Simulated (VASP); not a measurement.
Cs2InPd: single point with PBE

Crystal: Cs2InPd.

```
Cs In Pd
1.0
     0.00000    4.50563    4.50563
     4.50563    0.00000    4.50563
     4.50563    4.50563    0.00000
Cs In Pd
4 2 2
Direct
  0.12500 0.12500 0.12500
  0.12500 0.12500 0.62500
  0.12500 0.62500 0.12500
  0.62500 0.12500 0.12500
  0.50000 0.50000 0.50000
  0.75000 0.75000 0.75000
  0.00000 0.00000 0.00000
  0.25000 0.25000 0.25000
```

The cell was generated, and may not be a known phase.

```yaml
Program: VASP 6.6.1
Task: single point
Functional: PBE
Potentials_or_basis: VASP PAW PBE potentials, release 64 (Cs_sv, In_d, Pd_sv_GW)
Cutoff: 630 eV
k_mesh: 4 × 4 × 4
Occupations: gaussian, width 0.1 eV
Spin: no spin polarisation
```

The pressure is 149.3 GPa and the band gap on the k mesh is zero (bands 49 and 50 overlap by 0.79 eV).

Levels at points of the mesh, in eV from the Fermi level:
```csv
k point,band 47,band 48,band 49,band 50,band 51,band 52
"(0.00, 0.00, 0.00)",-2.33,-2.33,-2.33,1.35,1.35,1.35
"(0.50, 0.00, 0.00)",-1.22,-0.71,-0.71,0.24,0.24,1.69
"(0.50, 0.50, 0.00)",-0.68,-0.68,-0.52,-0.52,0.29,0.29
```

It took 2.1 min on 1 thread of AMD EPYC 9R45 96-Core Processor (Zen 5), on a shared host, peak memory 0.43 GiB.

Caveat: atoms lie so close that the PAW spheres overlap strongly, which falsifies energies and pressures; the cell stands under pressure; spin-orbit coupling is left out, which moves the levels of the heavy elements.
